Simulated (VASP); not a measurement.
# Cs in VASP: a series of runs

Aim: see how the results for Cs move with the level of theory and the settings. Levels: PBE+D3(BJ), LDA. Tasks: single point.

Everything below comes from runs of VASP 6.6.1. Logs are shortened: lines on timing, memory, paths and dates and some standing lists are left out, and cuts for length are marked.

## (1) The cell of the first run

The cell holds a molecule in a box, 1 atom: a = 10.500 Å, b = 11.000 Å, c = 11.500 Å, α = 90.00°, β = 90.00°, γ = 90.00°.

## (2) Single point, PBE+D3(BJ), collinear spin

Contents of INCAR:

```
PREC = Accurate ; ENCUT = 400
EDIFF = 1E-6 ; ISMEAR = 0
SIGMA = 0.005 ; LREAL = F
LASPH = T ; NELM = 200
ALGO = Normal ; ISIF = 2
LWAVE = F ; LCHARG = F
ISPIN = 2 ; MAGMOM = 0.5
LORBIT = 11 ; GGA = PE
IVDW = 12 ; NBANDS = 14
GGA_COMPAT = F ; NELMDL = -8
```

Contents of KPOINTS:

```
regular mesh
0
Gamma
  1 1 1
```

Contents of POSCAR:

```
Cs
1.0
   10.5000000000      0.0000000000      0.0000000000
    0.0000000000     11.0000000000      0.0000000000
    0.0000000000      0.0000000000     11.5000000000
Cs
1
Direct
    0.5000000000      0.5045454500      0.5000000000
```

Potentials or basis: VASP PAW PBE potentials, release 64 (Cs_sv).

Run with:

```sh
> cat potpaw_PBE.64/Cs_sv/POTCAR > POTCAR
> mpirun -np 1 vasp_gam > vasp.out
```

OUTCAR:

```text
PREC = Accurate
   ENCUT = 400
   EDIFF = 1E-6
   ISMEAR = 0
   LREAL = F
   LASPH = T
   NELM = 200
   ISIF = 2
   ISPIN = 2
   LORBIT = 11
   GGA = PE
   IVDW = 12
   NELMDL = -8
 IVDW          = 12

 ion  position               nearest neighbor table
   1  0.500  0.505  0.500-

  LATTYP: Found a simple orthorhombic cell.
 ALAT       =    10.5000000000
 B/A-ratio  =     1.0476190476
 C/A-ratio  =     1.0952380952

  Lattice vectors:

 A1 = (  10.5000000000,   0.0000000000,   0.0000000000)
 A2 = (   0.0000000000,  11.0000000000,   0.0000000000)
 A3 = (   0.0000000000,   0.0000000000,  11.5000000000)

Analysis of symmetry for initial positions (statically):
=====================================================================
 Subroutine PRICEL returns:
 Original cell was already a primitive cell.

 Routine SETGRP: Setting up the symmetry group for a
 simple orthorhombic supercell.

 Subroutine GETGRP returns: Found  8 space group operations
 (whereof  4 operations were pure point group operations)
 out of a pool of  8 trial point group operations.

The static configuration has the point symmetry C_2v.
 The point group associated with its full space group is D_2h.

Analysis of symmetry for dynamics (positions and initial velocities):
=====================================================================
 Subroutine PRICEL returns:
 Original cell was already a primitive cell.

 Routine SETGRP: Setting up the symmetry group for a
 simple orthorhombic supercell.

 Subroutine GETGRP returns: Found  8 space group operations
 (whereof  4 operations were pure point group operations)
 out of a pool of  8 trial point group operations.

The dynamic configuration has the point symmetry C_2v.
 The point group associated with its full space group is D_2h.

Analysis of structural, dynamic, and magnetic symmetry:
=====================================================================
 Subroutine PRICEL returns:
 Original cell was already a primitive cell.

 Routine SETGRP: Setting up the symmetry group for a
 simple orthorhombic supercell.

 Subroutine GETGRP returns: Found  8 space group operations
 (whereof  4 operations were pure point group operations)
 out of a pool of  8 trial point group operations.

The overall configuration has the point symmetry C_2v.
 The point group associated with its full space group is D_2h.

 Subroutine INISYM returns: Found  8 space group operations
 (whereof  4 operations are pure point group operations),
 and found     1 'primitive' translations

----------------------------------------------------------------------------------------

                                     Primitive cell

  volume of cell :    1328.2500

  direct lattice vectors                    reciprocal lattice vectors
    10.500000000  0.000000000  0.000000000     0.095238095  0.000000000  0.000000000
     0.000000000 11.000000000  0.000000000     0.000000000  0.090909091  0.000000000
     0.000000000  0.000000000 11.500000000     0.000000000  0.000000000  0.086956522

  length of vectors
    10.500000000 11.000000000 11.500000000     0.095238095  0.090909091  0.086956522

  position of ions in fractional coordinates (direct lattice)
     0.500000000  0.504545450  0.500000000

  ion indices of the primitive-cell ions
   primitive index   ion index
                 1           1

----------------------------------------------------------------------------------------

 KPOINTS: regular mesh

Automatic generation of k-mesh.
 Grid dimensions read from file:
 generate k-points for:    1    1    1

 Generating k-lattice:

  Cartesian coordinates                     Fractional coordinates (reciprocal lattice)
     0.095238095  0.000000000  0.000000000     1.000000000  0.000000000  0.000000000
     0.000000000  0.090909091  0.000000000     0.000000000  1.000000000  0.000000000
     0.000000000  0.000000000  0.086956522     0.000000000  0.000000000  1.000000000

  Length of vectors
     0.095238095  0.090909091  0.086956522

  Shift w.r.t. Gamma in fractional coordinates (k-lattice)
     0.000000000  0.000000000  0.000000000

 Subroutine IBZKPT returns following result:
 ===========================================

 Found      1 irreducible k-points:

 Following reciprocal coordinates:
            Coordinates               Weight
  0.000000  0.000000  0.000000      1.000000
   k-points           NKPTS =      1   k-points in BZ     NKDIM =      1   number of bands    NBANDS=     14
   number of dos      NEDOS =    301   number of ions     NIONS =      1
   total plane-waves  NPLWV = 403200
   dimension x,y,z NGX =    70 NGY =   72 NGZ =   80
   dimension x,y,z NGXF=   140 NGYF=  144 NGZF=  160
   ions per type =               1
   NGX,Y,Z   is equivalent  to a cutoff of  11.08, 10.88, 11.56 a.u.
   NGXF,Y,Z  is equivalent  to a cutoff of  22.17, 21.76, 23.13 a.u.
 SYSTEM =  unknown system
   PREC   = accura    normal or accurate (medium, high low for compatibility)
   ISTART =      0    job   : 0-new  1-cont  2-samecut
   ICHARG =      2    charge: 1-file 2-atom 10-const
   ISPIN  =      2    spin polarized calculation?
   LNONCOLLINEAR =      F non collinear calculations
   LSORBIT =      F    spin-orbit coupling
   LASPH  =      T    aspherical Exc in radial PAW
   ENCUT  =  400.0 eV  29.40 Ry    5.42 a.u.  17.12 17.94 18.75*2*pi/ulx,y,z
   NELM   =    200;   NELMIN=  2; NELMDL= -8     # of ELM steps
   EDIFF  = 0.1E-05   stopping-criterion for ELM
   LREAL  =      F    real-space projection
   EDIFFG = 0.1E-04   stopping-criterion for IOM
   NSW    =      0    number of steps for IOM
   IBRION =     -1    ionic relax: 0-MD 1-quasi-New 2-CG
   NFREE  =      0    steps in history (QN), initial steepest desc. (CG)
   ISIF   =      2    stress and relaxation
   ISYM   =      2    0-nonsym 1-usesym 2-fastsym
   POTIM  = 0.5000    time-step for ionic-motion
   TEBEG  =    0.0;   TEEND  =   0.0 temperature during run
   PSTRESS=    0.0 pullay stress
   NELECT =       9.0000    total number of electrons
   NUPDOWN=      -1.0000    fix difference up-down
   EMIN   =  10.00;   EMAX   =-10.00  energy-range for DOS
   EFERMI =   0.00;   METHOD = LEGACY
   ISMEAR =     0;   SIGMA  =   0.01  broadening in eV -4-tet -1-fermi 0-gaus
   EFERMI_NEDOS =   21; number of points for ismear=-14 and -15
   IALGO  =     38    algorithm
   IMIX   =      4    mixing-type and parameters
     AMIX     =   0.40;   BMIX     =  1.00
     AMIX_MAG =   1.60;   BMIX_MAG =  1.00
  volume/ion in A,a.u.               =    1328.25      8963.47
  Fermi-wavevector in a.u.,A,eV,Ry     =   0.309786  0.585411  1.305719  0.095968
  Thomas-Fermi vector in A             =   1.186821
   LORBIT       =     11    0 simple, 1 ext, 2 COOP (PROOUT), +10 PAW based schemes
   GGA     = PE    functional components
   LHFCALC =     F    Hartree Fock is set to
   AEXX    =    0.0000 exact exchange contribution
   IVDW    =    12    specifies the selected vdW correction
   LEPSILON=     F    determine dielectric tensor
   LRPA    =     F    only Hartree local field effects (RPA)
 spin polarized calculation
 Gauss-broadening in eV      SIGMA  =   0.01
  energy-cutoff  :      400.00
  volume of cell :     1328.25
 maximum number of plane-waves:     12033
 NGX is ok and might be reduce to    70
   NGX = 35   NGY = 35   NGZ = 37

 number of electron       9.0000000 magnetization       0.9999996

 Free energy of the ion-electron system (eV)
  ---------------------------------------------------
  ext. energy  EPLUGINS =         0.00000000
  ---------------------------------------------------
  free energy    TOTEN  =        -0.20540431 eV

  energy without entropy =       -0.20540431  energy(sigma->0) =       -0.20540431

 E-fermi :  -2.0343     XC(G=0):  -0.9541

 val. band max:       -2.0787842396   @ k =   0.0000   0.0000   0.0000
 cond. band min:      -1.3185365691   @ k =   0.0000   0.0000   0.0000
 fundamental gap:      0.7602476706
 Fermi energy:        -2.0343373302

 spin component 1

 k-point     1 :       0.0000    0.0000    0.0000
  band No.  band energies     occupation
      1     -26.5334      1.00000
      2     -13.3425      1.00000
      3     -13.3402      1.00000
      4     -13.3368      1.00000
      5      -2.0788      1.00000
      6      -0.4655      0.00000
      7      -0.4316      0.00000
      8      -0.4135      0.00000
      9      -0.3982      0.00000
     10      -0.3474      0.00000
     11      -0.1780      0.00000
     12      -0.1666      0.00000
     13      -0.1597      0.00000
     14      -0.0385      0.00000
 Fermi energy:        -2.0343373302

 spin component 2

 k-point     1 :       0.0000    0.0000    0.0000
  band No.  band energies     occupation
      1     -26.4941      1.00000
      2     -13.2622      1.00000
      3     -13.2592      1.00000
      4     -13.2547      1.00000
      5      -1.3185      0.00000
      6       0.3223      0.00000
      7       0.3372      0.00000
      8       0.3769      0.00000
      9       0.3877      0.00000
     10       0.3939      0.00000
     11       0.5170      0.00000
     12       0.5638      0.00000
     13       0.6242      0.00000
     14       0.8654      0.00000

------------------------ aborting loop because EDIFF is reached ----------------------------------------

 Edisp (eV)   -0.01975

 E8    (eV) :    -0.0072

  FORCE on cell =-STRESS in cart. coord.  units (eV):
  Direction    XX          YY          ZZ          XY          YZ          ZX
  --------------------------------------------------------------------------------------
  -------------------------------------------------------------------------------------
  Total      -0.30093    -0.22495    -0.17042     0.00000     0.00000     0.00000
  in kB      -0.36300    -0.27134    -0.20556     0.00000     0.00000     0.00000
  external pressure =       -0.28 kB  Pullay stress =        0.00 kB

 VOLUME and BASIS-vectors are now :
 -----------------------------------------------------------------------------
  energy-cutoff  :      400.00
  volume of cell :     1328.25
      direct lattice vectors                 reciprocal lattice vectors
    10.500000000  0.000000000  0.000000000     0.095238095  0.000000000  0.000000000
     0.000000000 11.000000000  0.000000000     0.000000000  0.090909091  0.000000000
     0.000000000  0.000000000 11.500000000     0.000000000  0.000000000  0.086956522

 POSITION                                       TOTAL-FORCE (eV/Angst)
 -----------------------------------------------------------------------------------
      5.25000      5.55000      5.75000         0.000000      0.000000      0.000000
 -----------------------------------------------------------------------------------
    total drift:                                0.000000      0.000097     -0.000029

  FREE ENERGIE OF THE ION-ELECTRON SYSTEM (eV)
  ---------------------------------------------------
  free  energy   TOTEN  =        -0.2251550056 eV

  energy  without entropy=       -0.2251550056  energy(sigma->0) =       -0.22515501

 total charge

# of ion       s       p       d       tot
------------------------------------------
    1        1.866   4.678   0.000   6.544

 magnetization (x)

# of ion       s       p       d       tot
------------------------------------------
    1        0.033  -0.015   0.000   0.018
```

Wall time 94 s (1 thread of AMD EPYC 9R45 (Zen 5), shared host); peak memory 1 GiB.

What came out:

- Free energy: -0.2252 eV
- Gap between the frontier levels: 0.76 eV
- Net moment: 1.00 μB per cell
- Valence electrons inside the program's atomic spheres: Cs 6.54
- Dispersion energy per atom: -0.020 eV

Caveat: spin-orbit coupling is left out, which moves the levels of the heavy elements.

## (3) Single point, LDA, collinear spin

Contents of INCAR:

```
  PREC = Accurate
  ENCUT = 400
  EDIFF = 1E-6
  ISMEAR = 0
  SIGMA = 0.005
  LREAL = False
  LASPH = True
  NELM = 200
  ALGO = Normal
  ISIF = 2
  LWAVE = False
  LCHARG = True
  ISPIN = 2
  MAGMOM = 0.5
  LORBIT = 11
  GGA = CA
  LELF = True
  LVHAR = True
  NBANDS = 14
  GGA_COMPAT = False
  NELMDL = -8
```

Contents of KPOINTS:

```
Automatic mesh
0
Gamma
  1 1 1
```

POSCAR is that of step 2.

Potentials or basis: VASP PAW LDA potentials, release 64 (Cs_sv).

Run with:

```sh
> cat potpaw_LDA.64/Cs_sv/POTCAR > POTCAR
> mpirun -np 1 vasp_gam > vasp.out
```

Run time: 47 s. Hardware: 1 thread of AMD EPYC 9R45 (Zen 5), shared host; peak memory 0.57 GiB.

It converged, with:

| Item | Value |
| --- | --- |
| Free energy | -0.1777 eV |
| Gap between the frontier levels | 0.47 eV |
| Net moment | 1.00 μB per cell |
| Site moments | Cs +0.03 μB |
| Valence electrons inside the program's atomic spheres | Cs 6.53 |

Levels at points of the mesh, in eV from the valence-band top:
Spin up:
```
           k point  band 2  band 3  band 4  band 5  band 6  band 7  band 8  band 9
(0.00, 0.00, 0.00)  -11.23  -11.23  -11.22    0.00    1.66    1.66    1.69    1.72
```
Spin down:
```
           k point  band 1  band 2  band 3  band 4  band 5  band 6  band 7  band 8  band 9
(0.00, 0.00, 0.00)  -24.41  -11.17  -11.17  -11.16    0.47    2.05    2.06    2.09    2.16
```

Caveat: spin-orbit coupling is left out, which moves the levels of the heavy elements.
